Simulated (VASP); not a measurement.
# Si (Fd-3m) in VASP: notebook

Si is run at these levels: PBEsol; tasks: single point.

All numbers are computed with VASP 6.6.1; they aren't measurements. Logs are shortened: lines on timing, memory, paths and dates and some standing lists are left out, and cuts for length are marked.

**1. The cell of the first run**

It takes space group Fd-3m (No. 227, cubic). The conventional cell has a = 5.434 Å, b = 5.434 Å, c = 5.434 Å, α = 90.00°, β = 90.00°, γ = 90.00°. Si (site symmetry -43m) has 4 Si at 2.35 Å within 3.1 Å.

**2. Single point, PBEsol**

INCAR

```
SYSTEM = Si
PREC = Accurate ; ENCUT = 520
EDIFF = 1E-6 ; ISMEAR = 0
SIGMA = 0.02 ; LREAL = .FALSE.
LASPH = .TRUE. ; NELM = 80
ALGO = Normal ; ISIF = 2
LWAVE = .FALSE. ; LCHARG = .TRUE.
GGA = PS ; LELF = .TRUE.
LVHAR = .TRUE. ; NBANDS = 11
```

KPOINTS

```
Automatic mesh
0
G
  10 10 10
  0 0 0
```

POSCAR

```
Si
1.0
    0.0000000000      2.7169170808      2.7169170808
    2.7169170808      0.0000000000      2.7169170808
    2.7169170808      2.7169170808      0.0000000000
Si
2
Direct
    0.2500000000      0.2500000000      0.2500000000
    0.0000000000      0.0000000000      0.0000000000
```

Potentials or basis: VASP PAW PBE potentials, release 64 (Si).

The run is started by

```
$ cat potpaw_PBE.64/Si/POTCAR > POTCAR
$ mpirun -np 1 vasp_std > vasp.out
```

OUTCAR:

```text
SYSTEM = Si
   PREC = Accurate
   ENCUT = 520
   EDIFF = 1E-6
   ISMEAR = 0
   LREAL = .FALSE.
   LASPH = .TRUE.
   NELM = 80
   ISIF = 2
   GGA = PS

 ion  position               nearest neighbor table
   1  0.250  0.250  0.250-   2 2.35   2 2.35   2 2.35   2 2.35
   2  0.000  0.000  0.000-   1 2.35   1 2.35   1 2.35   1 2.35

  LATTYP: Found a face centered cubic cell.
 ALAT       =     5.4338341616

  Lattice vectors:

 A1 = (   0.0000000000,   2.7169170808,   2.7169170808)
 A2 = (   2.7169170808,   0.0000000000,   2.7169170808)
 A3 = (   2.7169170808,   2.7169170808,   0.0000000000)

Analysis of symmetry for initial positions (statically):
=====================================================================
 Subroutine PRICEL returns:
 Original cell was already a primitive cell.

 Routine SETGRP: Setting up the symmetry group for a
 face centered cubic supercell.

 Subroutine GETGRP returns: Found 48 space group operations
 (whereof 24 operations were pure point group operations)
 out of a pool of 48 trial point group operations.

The static configuration has the point symmetry T_d .
 The point group associated with its full space group is O_h .

Analysis of symmetry for dynamics (positions and initial velocities):
=====================================================================
 Subroutine PRICEL returns:
 Original cell was already a primitive cell.

 Routine SETGRP: Setting up the symmetry group for a
 face centered cubic supercell.

 Subroutine GETGRP returns: Found 48 space group operations
 (whereof 24 operations were pure point group operations)
 out of a pool of 48 trial point group operations.

The dynamic configuration has the point symmetry T_d .
 The point group associated with its full space group is O_h .

 Subroutine INISYM returns: Found 48 space group operations
 (whereof 24 operations are pure point group operations),
 and found     1 'primitive' translations

----------------------------------------------------------------------------------------

                                     Primitive cell

  volume of cell :      40.1106

  direct lattice vectors                    reciprocal lattice vectors
     0.000000000  2.716917081  2.716917081    -0.184032116  0.184032116  0.184032116
     2.716917081  0.000000000  2.716917081     0.184032116 -0.184032116  0.184032116
     2.716917081  2.716917081  0.000000000     0.184032116  0.184032116 -0.184032116

  length of vectors
     3.842300984  3.842300984  3.842300984     0.318752976  0.318752976  0.318752976

  position of ions in fractional coordinates (direct lattice)
     0.250000000  0.250000000  0.250000000
     0.000000000  0.000000000  0.000000000

  ion indices of the primitive-cell ions
   primitive index   ion index
                 1           1
                 2           2

----------------------------------------------------------------------------------------

 KPOINTS: Automatic mesh

Automatic generation of k-mesh.
 Grid dimensions read from file:
 generate k-points for:   10   10   10

 Generating k-lattice:

  Cartesian coordinates                     Fractional coordinates (reciprocal lattice)
    -0.018403212  0.018403212  0.018403212     0.100000000  0.000000000  0.000000000
     0.018403212 -0.018403212  0.018403212     0.000000000  0.100000000  0.000000000
     0.018403212  0.018403212 -0.018403212     0.000000000  0.000000000  0.100000000

  Length of vectors
     0.031875298  0.031875298  0.031875298

  Shift w.r.t. Gamma in fractional coordinates (k-lattice)
     0.000000000  0.000000000  0.000000000

 Subroutine IBZKPT returns following result:
 ===========================================

 Found     47 irreducible k-points:

 Following reciprocal coordinates:
            Coordinates               Weight
  0.000000  0.000000  0.000000      1.000000
  0.100000  0.000000  0.000000      8.000000
  0.200000  0.000000  0.000000      8.000000
  0.300000  0.000000  0.000000      8.000000
  0.400000  0.000000  0.000000      8.000000
  0.500000  0.000000  0.000000      4.000000
[... 16 lines left out ...]
  0.300000  0.300000  0.000000      6.000000
  0.400000  0.300000  0.000000     24.000000
 [... further k-points ...]
   k-points           NKPTS =     47   k-points in BZ     NKDIM =     47   number of bands    NBANDS=     11
   number of dos      NEDOS =    301   number of ions     NIONS =      2
   total plane-waves  NPLWV =  27000
   dimension x,y,z NGX =    30 NGY =   30 NGZ =   30
   dimension x,y,z NGXF=    60 NGYF=   60 NGZF=   60
   ions per type =               2
   NGX,Y,Z   is equivalent  to a cutoff of  12.98, 12.98, 12.98 a.u.
   NGXF,Y,Z  is equivalent  to a cutoff of  25.96, 25.96, 25.96 a.u.
 SYSTEM =  Si
   PREC   = accura    normal or accurate (medium, high low for compatibility)
   ISTART =      0    job   : 0-new  1-cont  2-samecut
   ICHARG =      2    charge: 1-file 2-atom 10-const
   ISPIN  =      1    spin polarized calculation?
   LNONCOLLINEAR =      F non collinear calculations
   LSORBIT =      F    spin-orbit coupling
   LASPH  =      T    aspherical Exc in radial PAW
   ENCUT  =  520.0 eV  38.22 Ry    6.18 a.u.   7.14  7.14  7.14*2*pi/ulx,y,z
   NELM   =     80;   NELMIN=  2; NELMDL= -5     # of ELM steps
   EDIFF  = 0.1E-05   stopping-criterion for ELM
   LREAL  =      F    real-space projection
   EDIFFG = 0.1E-04   stopping-criterion for IOM
   NSW    =      0    number of steps for IOM
   IBRION =     -1    ionic relax: 0-MD 1-quasi-New 2-CG
   NFREE  =      0    steps in history (QN), initial steepest desc. (CG)
   ISIF   =      2    stress and relaxation
   ISYM   =      2    0-nonsym 1-usesym 2-fastsym
   POTIM  = 0.5000    time-step for ionic-motion
   TEBEG  =    0.0;   TEEND  =   0.0 temperature during run
   PSTRESS=    0.0 pullay stress
   NELECT =       8.0000    total number of electrons
   NUPDOWN=      -1.0000    fix difference up-down
   EMIN   =  10.00;   EMAX   =-10.00  energy-range for DOS
   EFERMI =   0.00;   METHOD = LEGACY
   ISMEAR =     0;   SIGMA  =   0.02  broadening in eV -4-tet -1-fermi 0-gaus
   EFERMI_NEDOS =   21; number of points for ismear=-14 and -15
   IALGO  =     38    algorithm
   IMIX   =      4    mixing-type and parameters
     AMIX     =   0.40;   BMIX     =  1.00
     AMIX_MAG =   1.60;   BMIX_MAG =  1.00
  volume/ion in A,a.u.               =      20.06       135.34
  Fermi-wavevector in a.u.,A,eV,Ry     =   0.956500  1.807523 12.447873  0.914893
  Thomas-Fermi vector in A             =   2.085434
   LORBIT       =      0    0 simple, 1 ext, 2 COOP (PROOUT), +10 PAW based schemes
   GGA     = PS    functional components
   LHFCALC =     F    Hartree Fock is set to
   AEXX    =    0.0000 exact exchange contribution
   IVDW    =     0    specifies the selected vdW correction
   LEPSILON=     F    determine dielectric tensor
   LRPA    =     F    only Hartree local field effects (RPA)
 non-spin polarized calculation
 Gauss-broadening in eV      SIGMA  =   0.02
  energy-cutoff  :      520.00
  volume of cell :       40.11
 maximum number of plane-waves:      1106
 NGX is ok and might be reduce to    30
   NGX = 15   NGY = 15   NGZ = 15

 number of electron       8.0000001 magnetization

 Free energy of the ion-electron system (eV)
  ---------------------------------------------------
  ext. energy  EPLUGINS =         0.00000000
  ---------------------------------------------------
  free energy    TOTEN  =       -11.49259121 eV

  energy without entropy =      -11.49259121  energy(sigma->0) =      -11.49259121

 E-fermi :   5.9437     XC(G=0):  -9.5470

 val. band max:        5.7725440619   @ k =   0.0000   0.0000   0.0000
 cond. band min:       6.2420848630   @ k =   0.4000   0.4000   0.0000
 fundamental gap:      0.4695408011
 Fermi energy:         5.9436661732

 k-point     1 :       0.0000    0.0000    0.0000
  band No.  band energies     occupation
      1      -6.2059      2.00000
      2       5.7725      2.00000
      3       5.7725      2.00000
      4       5.7725      2.00000
      5       8.2892      0.00000
      6       8.2892      0.00000
      7       8.2892      0.00000
      8       9.0770      0.00000
      9      13.4600      0.00000
     10      13.4600      0.00000
     11      13.4759      0.00000

 k-point     2 :       0.1000    0.0000    0.0000
  band No.  band energies     occupation
      1      -6.0747      2.00000
      2       4.6161      2.00000
      3       5.5717      2.00000
      4       5.5717      2.00000
      5       8.2893      0.00000
      6       8.5838      0.00000
      7       8.5838      0.00000
      8      10.0054      0.00000
      9      13.0863      0.00000
     10      13.0863      0.00000
     11      14.0276      0.00000

 k-point     3 :       0.2000    0.0000    0.0000
  band No.  band energies     occupation
      1      -5.6871      2.00000
      2       2.7449      2.00000
      3       5.1888      2.00000
      4       5.1888      2.00000
      5       7.9229      0.00000
      6       9.0911      0.00000
      7       9.0911      0.00000
      8      11.7544      0.00000
      9      12.7581      0.00000
     10      12.7581      0.00000
     11      14.7023      0.00000

 k-point     4 :       0.3000    0.0000    0.0000
  band No.  band energies     occupation
      1      -5.0694      2.00000
      2       0.9527      2.00000
      3       4.8537      2.00000
      4       4.8537      2.00000
      5       7.5559      0.00000
      6       9.2517      0.00000
      7       9.2517      0.00000
      8      13.2879      0.00000
      9      13.3043      0.00000
     10      13.3043      0.00000
     11      14.4919      0.00000
[... 239 lines left out ...]
 k-point    22 :      -0.2000    0.2000    0.0000
  band No.  band energies     occupation
      1      -4.8530      2.00000
      2       1.2867      2.00000
      3       2.7328      2.00000
      4       4.9244      2.00000
      5       8.5991      0.00000
      6       9.7181      0.00000
      7      10.0116      0.00000
      8      11.4203      0.00000
      9      11.8109      0.00000
     10      16.3366      0.00000
     11      16.5057      0.00000

 k-point    23 :       0.3000    0.3000    0.0000
  band No.  band energies     occupation
      1      -4.6529      2.00000
      2       1.3548      2.00000
      3       3.5267      2.00000
      4       3.5267      2.00000
      5       6.5330      0.00000
      6       8.0719      0.00000
      7      12.3831      0.00000
      8      12.3831      0.00000
      9      14.8321      0.00000
     10      15.1977      0.00000
     11      18.0386      0.00000

 k-point    24 :       0.4000    0.3000    0.0000
  band No.  band energies     occupation
      1      -4.0380      2.00000
      2       0.3481      2.00000
      3       2.8869      2.00000
      4       3.3217      2.00000
      5       6.7205      0.00000
      6       7.9078      0.00000
      7      12.6760      0.00000
      8      12.7958      0.00000
      9      16.2076      0.00000
     10      16.4735      0.00000
     11      17.8053      0.00000

 [... further k-points ...]
[... 5 lines left out ...]
  --------------------------------------------------------------------------------------
  -------------------------------------------------------------------------------------
  Total        0.0250979      0.0250979      0.0250979      0.0000000      0.0000000      0.0000000
  in kB        1.0025117      1.0025117      1.0025117      0.0000000      0.0000000      0.0000000
  external PRESSURE =       1.0025117 kB  Pullay stress =       0.0000000 kB

 VOLUME and BASIS-vectors are now :
 -----------------------------------------------------------------------------
  energy-cutoff  :      520.00
  volume of cell :       40.11
      direct lattice vectors                 reciprocal lattice vectors
     0.000000000  2.716917081  2.716917081    -0.184032116  0.184032116  0.184032116
     2.716917081  0.000000000  2.716917081     0.184032116 -0.184032116  0.184032116
     2.716917081  2.716917081  0.000000000     0.184032116  0.184032116 -0.184032116

 POSITION                                       TOTAL-FORCE (eV/Angst)
 -----------------------------------------------------------------------------------
      1.35846      1.35846      1.35846         0.000000      0.000000      0.000000
      0.00000      0.00000      0.00000        -0.000000     -0.000000     -0.000000
 -----------------------------------------------------------------------------------
    total drift:                               -0.000000     -0.000000     -0.000000

  FREE ENERGIE OF THE ION-ELECTRON SYSTEM (eV)
  ---------------------------------------------------
  free  energy   TOTEN  =       -11.4925912109 eV

  energy  without entropy=      -11.4925912109  energy(sigma->0) =      -11.49259121
```

Wall time 28 s (1 thread of Intel Xeon Platinum 8259CL at 2.50GHz (Skylake/Cascade Lake), shared host); peak memory 0.16 GiB.

Results:

| Item | Value |
| --- | --- |
| Free energy | -11.4926 eV |
| Pressure | 0.1 GPa |
| Band gap on the k mesh | 0.47 eV, indirect (least direct gap 2.52 eV) |

Levels at points of the mesh, in eV from the valence-band top:
| k point | band 1 | band 2 | band 3 | band 4 | band 5 | band 6 | band 7 | band 8 | band 9 |
| --- | --- | --- | --- | --- | --- | --- | --- | --- | --- |
| (0.00, 0.00, 0.00) | -11.98 | 0.00 | 0.00 | 0.00 | 2.52 | 2.52 | 2.52 | 3.30 | 7.69 |
| (0.50, 0.00, 0.00) | -9.63 | -7.01 | -1.20 | -1.20 | 1.46 | 3.27 | 3.27 | 7.51 | 10.51 |
| (0.50, 0.50, 0.00) | -7.82 | -7.82 | -2.87 | -2.87 | 0.59 | 0.59 | 10.05 | 10.05 | 10.93 |

Caveat: the PAW data sets were made with another functional, which shifts forces and pressure a little.

(Continued in part 2 of 2.)
